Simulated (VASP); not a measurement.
A run of VASP 6.6.1 is set up as follows.

INCAR

```
SYSTEM = MgNi5Te6
PREC = Accurate ; ENCUT = 520
EDIFF = 1E-6 ; ISMEAR = 0
SIGMA = 0.2 ; LREAL = .FALSE.
LASPH = .TRUE. ; NELM = 60
ALGO = Normal ; ISIF = 2
LWAVE = .FALSE. ; LCHARG = .FALSE.
GGA = PE ; NBANDS = 56
```

KPOINTS

```
regular mesh
0
G
  6 6 2
  0 0 0
```

File POSCAR:

```
MgNi5Te6
1.0
    4.0717050404     -0.0000779283     -0.0003744309
   -2.0359520811      3.5291146747     -0.0008673842
   -0.0017137844     -0.0052142752     16.5576438633
Mg Ni Te
1 5 6
Direct
   -0.0005424804     -0.0009559883     -0.0000202090
    0.0001258428     -0.0002800084      0.3416773232
    0.0003709803      0.0008925154      0.6583197296
   -0.0003205354     -0.0002398455      0.1801406090
    0.0006520291      0.0012736078      0.4999959185
   -0.0002727197     -0.0007190365      0.8198588202
    0.3327759532      0.6658279717      0.1066060563
    0.3337276603      0.6669835763      0.4203326198
    0.3335179484      0.6671837498      0.7346519699
    0.6665052699      0.3329247684      0.2653705626
    0.6670626546      0.3343602786      0.5796769893
    0.6663973970      0.3327484107      0.8933896106
```

Potentials or basis: VASP PAW PBE potentials, release 64 (Mg, Ni, Te).

The run is started by

```sh
$ cat potpaw_PBE.64/Mg/POTCAR potpaw_PBE.64/Ni/POTCAR potpaw_PBE.64/Te/POTCAR > POTCAR
$ mpirun -np 1 vasp_std > vasp.out
```

Question: What does it give for the pressure?

Answer: 0.0 GPa.

Question: What does it give for the largest force?

Answer: 0.007 eV/Å.

Question: Estimate the band gap on the k mesh.

Answer: Zero (band 44 reaches 9.19 eV, above the bottom of band 45 at 7.96 eV).

Forces on the atoms (eV/Å):
```
Mg   0.000  0.002  0.002
Ni  -0.001  0.000 -0.005
Ni  -0.001  0.000  0.006
Ni   0.001 -0.003  0.007
Ni   0.000 -0.004  0.001
Ni  -0.001  0.001 -0.007
Te   0.000  0.004 -0.003
Te  -0.003  0.002  0.000
Te   0.001 -0.002  0.001
Te   0.000  0.001 -0.003
Te   0.002 -0.002 -0.001
Te   0.000  0.001  0.002
```

Caveat: spin-orbit coupling is left out, which moves the levels of the heavy elements. Spin polarisation is off, so any magnetic state and its effect on volume and gap are missing.
